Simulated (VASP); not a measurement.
# MgO (Cm) in VASP: a series of runs

Runs on MgO. Level: LDA. Tasks: single point.

Program: VASP 6.6.1. These are calculated values, not measurements. Logs are shortened: lines on timing, memory, paths and dates and some standing lists are left out, and cuts for length are marked.

## (1) The cell of the first run

It takes space group Cm (No. 8, monoclinic). The conventional cell has a = 5.884 Å, b = 5.884 Å, c = 4.161 Å, α = 90.00°, β = 90.00°, γ = 90.00°. Mg (site symmetry m) has 3 O at 1.57 to 2.01 Å within 2.1 Å. Mg (site symmetry m) has 6 O at 2.08 Å and 1 Mg at 2.78 Å within 2.8 Å. Mg (site symmetry 1) has 6 O at 2.08 Å and 2 Mg at 2.49 to 2.72 Å within 2.8 Å. Within 2.7 Å of O (site symmetry 1) lie 6 Mg at 2.01 to 2.29 Å. Within 2.1 Å of O (site symmetry m) lie 5 Mg at 1.57 to 2.08 Å. O (site symmetry m) has 6 Mg at 2.08 Å within 2.8 Å.

## (2) Single point, LDA (atom 1 (Mg) moved by -0.208 Å along [1 1 0] and -0.520 Å along [0 0 1])

Input file INCAR:

```
PREC = Accurate ; ENCUT = 520
EDIFF = 1E-6 ; ISMEAR = 0
SIGMA = 0.05 ; LREAL = False
LASPH = True ; NELM = 80
ALGO = Normal ; ISIF = 2
LWAVE = False ; LCHARG = False
NBANDS = 26
```

Input file KPOINTS:

```
regular mesh
0
Gamma
  6 6 6
```

Input file POSCAR:

```
MgO
1.0
    4.1607146133      0.0000000000      0.0000000000
    0.0000000000     -4.1607146133      0.0000000000
    0.0000000000      0.0000000000     -4.1607146133
Mg O
4 4
Direct
   -0.0353492667      1.0353492667      1.1249785309
    0.5000000000      0.5000000000      1.0000000000
    0.5000000000      1.0000000000      0.5000000000
    0.0000000000      0.5000000000      0.5000000000
    0.5000000000      0.0000000000      0.0000000000
    0.0000000000      0.5000000000      0.0000000000
    0.0000000000      0.0000000000      0.5000000000
    0.5000000000      0.5000000000      0.5000000000
```

Potentials or basis: VASP PAW LDA potentials, release 64 (Mg, O).

The run is started by

```sh
cat potpaw_LDA.64/Mg/POTCAR potpaw_LDA.64/O/POTCAR > POTCAR
mpirun -np 1 vasp_std > vasp.out
```

OUTCAR:

```text
PREC = Accurate
   ENCUT = 520
   EDIFF = 1E-6
   ISMEAR = 0
   LREAL = False
   LASPH = True
   NELM = 80
   ISIF = 2

 ion  position               nearest neighbor table
   1  0.965  0.035  0.125-   7 1.57   6 2.01   5 2.01   5 2.29   6 2.29   3 2.49   4 2.49   7 2.61
                             4 2.72   3 2.72   2 2.78   2 2.99   2 2.99   2 3.19   3 3.24   4 3.24
   2  0.500  0.500  0.000-   5 2.08   6 2.08   8 2.08   8 2.08   5 2.08   6 2.08   1 2.78   4 2.94
                             4 2.94   3 2.94   3 2.94   3 2.94   4 2.94   3 2.94   4 2.94   1 2.99
   3  0.500  0.000  0.500-   5 2.08   7 2.08   8 2.08   5 2.08   8 2.08   7 2.08   1 2.49   1 2.72
                             2 2.94   4 2.94   2 2.94   2 2.94   2 2.94   4 2.94   4 2.94   4 2.94
   4  0.000  0.500  0.500-   6 2.08   7 2.08   8 2.08   6 2.08   7 2.08   8 2.08   1 2.49   1 2.72
                             3 2.94   3 2.94   2 2.94   2 2.94   3 2.94   2 2.94   2 2.94   3 2.94
   5  0.500  0.000  0.000-   1 2.01   2 2.08   3 2.08   3 2.08   2 2.08   1 2.29
   6  0.000  0.500  0.000-   1 2.01   2 2.08   4 2.08   4 2.08   2 2.08   1 2.29
   7  0.000  0.000  0.500-   1 1.57   3 2.08   4 2.08   4 2.08   3 2.08   1 2.61
   8  0.500  0.500  0.500-   2 2.08   3 2.08   4 2.08   2 2.08   3 2.08   4 2.08

  LATTYP: Found a simple cubic cell.
 ALAT       =     4.1607146133

  Lattice vectors:

 A1 = (   4.1607146133,   0.0000000000,   0.0000000000)
 A2 = (   0.0000000000,  -4.1607146133,   0.0000000000)
 A3 = (   0.0000000000,   0.0000000000,  -4.1607146133)

Analysis of symmetry for initial positions (statically):
=====================================================================
 Subroutine PRICEL returns:
 Original cell was already a primitive cell.

 Routine SETGRP: Setting up the symmetry group for a
 simple cubic supercell.

 Subroutine GETGRP returns: Found  2 space group operations
 (whereof  2 operations were pure point group operations)
 out of a pool of 48 trial point group operations.

The static configuration has the point symmetry C_1h.

Analysis of symmetry for dynamics (positions and initial velocities):
=====================================================================
 Subroutine PRICEL returns:
 Original cell was already a primitive cell.

 Routine SETGRP: Setting up the symmetry group for a
 simple cubic supercell.

 Subroutine GETGRP returns: Found  2 space group operations
 (whereof  2 operations were pure point group operations)
 out of a pool of 48 trial point group operations.

The dynamic configuration has the point symmetry C_1h.

 Subroutine INISYM returns: Found  2 space group operations
 (whereof  2 operations are pure point group operations),
 and found     1 'primitive' translations

----------------------------------------------------------------------------------------

                                     Primitive cell

  volume of cell :      72.0284

  direct lattice vectors                    reciprocal lattice vectors
     4.160714613  0.000000000  0.000000000     0.240343329  0.000000000  0.000000000
     0.000000000 -4.160714613  0.000000000     0.000000000 -0.240343329  0.000000000
     0.000000000  0.000000000 -4.160714613     0.000000000  0.000000000 -0.240343329

  length of vectors
     4.160714613  4.160714613  4.160714613     0.240343329  0.240343329  0.240343329

  position of ions in fractional coordinates (direct lattice)
     0.964650733  0.035349267  0.124978531
     0.500000000  0.500000000  0.000000000
     0.500000000  0.000000000  0.500000000
     0.000000000  0.500000000  0.500000000
     0.500000000  0.000000000  0.000000000
     0.000000000  0.500000000  0.000000000
     0.000000000  0.000000000  0.500000000
     0.500000000  0.500000000  0.500000000

  ion indices of the primitive-cell ions
   primitive index   ion index
                 1           1
                 2           2
                 3           3
                 4           4
                 5           5
                 6           6
                 7           7
                 8           8

----------------------------------------------------------------------------------------

 KPOINTS: regular mesh

Automatic generation of k-mesh.
 Grid dimensions read from file:
 generate k-points for:    6    6    6

 Generating k-lattice:

  Cartesian coordinates                     Fractional coordinates (reciprocal lattice)
     0.040057221  0.000000000  0.000000000     0.166666667  0.000000000  0.000000000
     0.000000000 -0.040057221  0.000000000     0.000000000  0.166666667  0.000000000
     0.000000000  0.000000000 -0.040057221     0.000000000  0.000000000  0.166666667

  Length of vectors
     0.040057221  0.040057221  0.040057221

  Shift w.r.t. Gamma in fractional coordinates (k-lattice)
     0.000000000  0.000000000  0.000000000

 Subroutine IBZKPT returns following result:
 ===========================================

 Found     68 irreducible k-points:

 Following reciprocal coordinates:
            Coordinates               Weight
  0.000000  0.000000  0.000000      1.000000
  0.166667  0.000000  0.000000      4.000000
  0.000000  0.000000  0.166667      2.000000
  0.333333  0.000000  0.000000      4.000000
  0.000000  0.000000  0.333333      2.000000
  0.500000  0.000000  0.000000      2.000000
[... 16 lines left out ...]
  0.333333  0.000000  0.333333      4.000000
 -0.333333  0.333333  0.000000      2.000000
 [... further k-points ...]
   k-points           NKPTS =     68   k-points in BZ     NKDIM =     68   number of bands    NBANDS=     26
   number of dos      NEDOS =    301   number of ions     NIONS =      8
   total plane-waves  NPLWV =  32768
   dimension x,y,z NGX =    32 NGY =   32 NGZ =   32
   dimension x,y,z NGXF=    64 NGYF=   64 NGZF=   64
   ions per type =               4   4
   NGX,Y,Z   is equivalent  to a cutoff of  12.79, 12.79, 12.79 a.u.
   NGXF,Y,Z  is equivalent  to a cutoff of  25.57, 25.57, 25.57 a.u.
 SYSTEM =  unknown system
   PREC   = accura    normal or accurate (medium, high low for compatibility)
   ISTART =      0    job   : 0-new  1-cont  2-samecut
   ICHARG =      2    charge: 1-file 2-atom 10-const
   ISPIN  =      1    spin polarized calculation?
   LNONCOLLINEAR =      F non collinear calculations
   LSORBIT =      F    spin-orbit coupling
   LASPH  =      T    aspherical Exc in radial PAW
   ENCUT  =  520.0 eV  38.22 Ry    6.18 a.u.   7.74  7.74  7.74*2*pi/ulx,y,z
   NELM   =     80;   NELMIN=  2; NELMDL= -5     # of ELM steps
   EDIFF  = 0.1E-05   stopping-criterion for ELM
   LREAL  =      F    real-space projection
[... 7 lines left out ...]
   TEBEG  =    0.0;   TEEND  =   0.0 temperature during run
   PSTRESS=    0.0 pullay stress
   NELECT =      32.0000    total number of electrons
   NUPDOWN=      -1.0000    fix difference up-down
   EMIN   =  10.00;   EMAX   =-10.00  energy-range for DOS
   EFERMI =   0.00;   METHOD = LEGACY
   ISMEAR =     0;   SIGMA  =   0.05  broadening in eV -4-tet -1-fermi 0-gaus
   EFERMI_NEDOS =   21; number of points for ismear=-14 and -15
   IALGO  =     38    algorithm
   IMIX   =      4    mixing-type and parameters
     AMIX     =   0.40;   BMIX     =  1.00
     AMIX_MAG =   1.60;   BMIX_MAG =  1.00
  volume/ion in A,a.u.               =       9.00        60.76
  Fermi-wavevector in a.u.,A,eV,Ry     =   1.249176  2.360600 21.231078  1.560440
  Thomas-Fermi vector in A             =   2.383228
   LORBIT       =      0    0 simple, 1 ext, 2 COOP (PROOUT), +10 PAW based schemes
   GGA     = CA    functional components
   LHFCALC =     F    Hartree Fock is set to
   AEXX    =    0.0000 exact exchange contribution
   IVDW    =     0    specifies the selected vdW correction
   LEPSILON=     F    determine dielectric tensor
   LRPA    =     F    only Hartree local field effects (RPA)
 non-spin polarized calculation
 Gauss-broadening in eV      SIGMA  =   0.05
  energy-cutoff  :      520.00
  volume of cell :       72.03
 maximum number of plane-waves:      1956
   NGX = 15   NGY = 15   NGZ = 15

 number of electron      32.0000014 magnetization

 Free energy of the ion-electron system (eV)
  ---------------------------------------------------
  ext. energy  EPLUGINS =         0.00000000
  ---------------------------------------------------
  free energy    TOTEN  =       -51.25790446 eV

  energy without entropy =      -51.25790446  energy(sigma->0) =      -51.25790446

 E-fermi :   3.3827     XC(G=0): -11.7337

 val. band max:        3.1412363527   @ k =   0.0000   0.0000   0.0000
 cond. band min:       8.0344850247   @ k =   0.0000   0.0000   0.0000
 fundamental gap:      4.8932486721
 Fermi energy:         3.3826748394

 k-point     1 :       0.0000    0.0000    0.0000
  band No.  band energies     occupation
      1     -14.1225      2.00000
      2     -12.6293      2.00000
      3     -12.3184      2.00000
      4     -12.1447      2.00000
      5      -1.2320      2.00000
      6      -1.2070      2.00000
[... 18 lines left out ...]
     25      16.4603      0.00000
     26      16.4760      0.00000

 k-point     2 :       0.1667    0.0000    0.0000
  band No.  band energies     occupation
      1     -14.0172      2.00000
      2     -12.6833      2.00000
      3     -12.3123      2.00000
      4     -12.1890      2.00000
      5      -1.0910      2.00000
      6      -1.0500      2.00000
[... 18 lines left out ...]
     25      16.3045      0.00000
     26      16.4766      0.00000

 k-point     3 :       0.0000    0.0000    0.1667
  band No.  band energies     occupation
      1     -14.0210      2.00000
      2     -12.6331      2.00000
      3     -12.4153      2.00000
      4     -12.1287      2.00000
      5      -1.1008      2.00000
      6      -1.0767      2.00000
[... 572 lines left out ...]
 k-point    23 :       0.3333    0.0000    0.3333
  band No.  band energies     occupation
      1     -13.4290      2.00000
      2     -12.7971      2.00000
      3     -12.5667      2.00000
      4     -12.2701      2.00000
      5      -0.7435      2.00000
      6      -0.5570      2.00000
[... 18 lines left out ...]
     25      15.6686      0.00000
     26      16.2543      0.00000

 k-point    24 :      -0.3333    0.3333    0.0000
  band No.  band energies     occupation
      1     -13.4085      2.00000
      2     -12.8726      2.00000
      3     -12.4397      2.00000
      4     -12.3500      2.00000
      5      -0.8688      2.00000
      6      -0.4624      2.00000
[... 18 lines left out ...]
     25      15.7970      0.00000
     26      16.6335      0.00000

 [... further k-points ...]

------------------------ aborting loop because EDIFF is reached ----------------------------------------

  FORCE on cell =-STRESS in cart. coord.  units (eV):
  Direction    XX          YY          ZZ          XY          YZ          ZX
  --------------------------------------------------------------------------------------
  -------------------------------------------------------------------------------------
  Total        0.4685963      0.4685963     14.6350399      0.0160634     -1.0097265     -1.0097264
  in kB       10.4233095     10.4233095    325.5372642      0.3573084    -22.4600420    -22.4600395
  external PRESSURE =     115.4612944 kB  Pullay stress =       0.0000000 kB

 VOLUME and BASIS-vectors are now :
 -----------------------------------------------------------------------------
  energy-cutoff  :      520.00
  volume of cell :       72.03
      direct lattice vectors                 reciprocal lattice vectors
     4.160714613  0.000000000  0.000000000     0.240343329  0.000000000  0.000000000
     0.000000000 -4.160714613  0.000000000     0.000000000 -0.240343329  0.000000000
     0.000000000  0.000000000 -4.160714613     0.000000000  0.000000000 -0.240343329

 POSITION                                       TOTAL-FORCE (eV/Angst)
 -----------------------------------------------------------------------------------
      4.01364     -0.14708     -0.52000         0.549746      0.549746     13.033484
      2.08036     -2.08036      0.00000        -0.367061     -0.367061      0.408488
      2.08036      0.00000     -2.08036        -0.684809      0.192741     -1.513990
      0.00000     -2.08036     -2.08036         0.192741     -0.684809     -1.513990
      2.08036      0.00000      0.00000        -0.164096     -0.206314     -0.833297
      0.00000     -2.08036      0.00000        -0.206314     -0.164096     -0.833297
      0.00000      0.00000     -2.08036         0.603870      0.603870     -8.899833
      2.08036     -2.08036     -2.08036         0.075922      0.075922      0.152436
 -----------------------------------------------------------------------------------
    total drift:                                0.000221      0.000221     -0.000577

  FREE ENERGIE OF THE ION-ELECTRON SYSTEM (eV)
  ---------------------------------------------------
  free  energy   TOTEN  =       -51.2579044615 eV

  energy  without entropy=      -51.2579044615  energy(sigma->0) =      -51.25790446
```

Wall time 75 s (1 thread of AMD EPYC 7R13 (Zen 3), shared host); peak memory 0.19 GiB.

Results:

| Quantity | Value |
| --- | --- |
| Free energy | -51.2579 eV |
| Pressure | 11.5 GPa |
| Largest force | 13.057 eV/Å |
| Band gap on the k mesh | 4.89 eV |

Forces in eV/Å, atoms in the order of the input:
```
Mg   0.550  0.550 13.033
Mg  -0.367 -0.367  0.408
Mg  -0.685  0.193 -1.514
Mg   0.193 -0.685 -1.514
O   -0.164 -0.206 -0.833
O   -0.206 -0.164 -0.833
O    0.604  0.604 -8.900
O    0.076  0.076  0.152
```

Caveat: the cell differs from its parent crystal (atom 1 (Mg) moved by -0.208 Å along [1 1 0] and -0.520 Å along [0 0 1]); the cell stands under pressure; forces of over 1 eV/Å act on the atoms, so gaps and moduli don't describe the material at rest.

## (3) Single point, LDA (atom 1 (Mg) moved by -0.416 Å along [1 1 0] and -0.520 Å along [0 0 1])

Input file INCAR:

```
SYSTEM = MgO
PREC = Accurate
ENCUT = 520
EDIFF = 1E-7
ISMEAR = 0
SIGMA = 0.05
LREAL = .FALSE.
LASPH = .TRUE.
NELM = 100
ALGO = Normal
ISIF = 2
LWAVE = .FALSE.
LCHARG = .TRUE.
GGA = CA
LELF = .TRUE.
LVHAR = .TRUE.
NBANDS = 26
```

Input file KPOINTS:

```
Automatic mesh
0
G
  6 6 6
  0 0 0
```

POSCAR: that of step 2 with these lines changed.

```diff
@@ -8,3 +8,3 @@
 Direct
-   -0.0353492667      1.0353492667      1.1249785309
+   -0.0706985334      1.0706985334      1.1249785309
     0.5000000000      0.5000000000      1.0000000000
```

Potentials or basis: VASP PAW LDA potentials, release 64 (Mg, O).

The run is started by

```sh
cat potpaw_LDA.64/Mg/POTCAR potpaw_LDA.64/O/POTCAR > POTCAR
mpirun -np 1 vasp_std > vasp.out
```

It took 89 s on 1 thread of AMD EPYC 7R13 (Zen 3), shared host; peak memory 0.19 GiB.

The run converged. Its results:

```
Free energy            : -50.9443 eV
Pressure               : 13.2 GPa
Largest force          : 10.808 eV/Å
Band gap on the k mesh : 4.83 eV
```

Forces in eV/Å, atoms in the order of the input:
```
Mg   1.721  1.721 10.531
Mg  -0.850 -0.850  0.510
Mg  -1.328  0.426 -1.695
Mg   0.426 -1.328 -1.695
O   -0.688 -0.287 -0.590
O   -0.287 -0.688 -0.590
O    0.830  0.830 -6.680
O    0.176  0.176  0.209
```

Stress tensor (GPa, compression positive):
```
 6.24 -0.49 -3.86
-0.49  6.24 -3.86
-3.86 -3.86 27.13
```

Levels at points of the mesh, in eV from the valence-band top:
| k point | band 13 | band 14 | band 15 | band 16 | band 17 | band 18 | band 19 | band 20 |
| --- | --- | --- | --- | --- | --- | --- | --- | --- |
| (0.00, 0.00, 0.00) | -1.35 | -0.17 | -0.15 | 0.00 | 4.83 | 8.36 | 9.04 | 9.05 |
| (0.50, 0.00, 0.00) | -0.93 | -0.89 | -0.86 | -0.70 | 7.93 | 8.31 | 10.10 | 10.80 |
| (0.00, 0.00, 0.50) | -1.14 | -1.12 | -0.68 | -0.55 | 7.67 | 8.37 | 9.97 | 11.05 |
| (0.50, 0.50, 0.00) | -1.07 | -1.04 | -0.71 | -0.27 | 8.94 | 9.40 | 9.63 | 9.86 |
| (0.00, 0.50, 0.50) | -1.01 | -0.86 | -0.79 | -0.37 | 8.82 | 9.40 | 9.74 | 9.99 |
| (0.50, 0.50, 0.50) | -0.82 | -0.69 | -0.41 | -0.25 | 7.44 | 7.83 | 8.02 | 8.13 |

Caveat: the cell differs from its parent crystal (atom 1 (Mg) moved by -0.416 Å along [1 1 0] and -0.520 Å along [0 0 1]); the cell stands under pressure; forces of over 1 eV/Å act on the atoms, so gaps and moduli don't describe the material at rest.
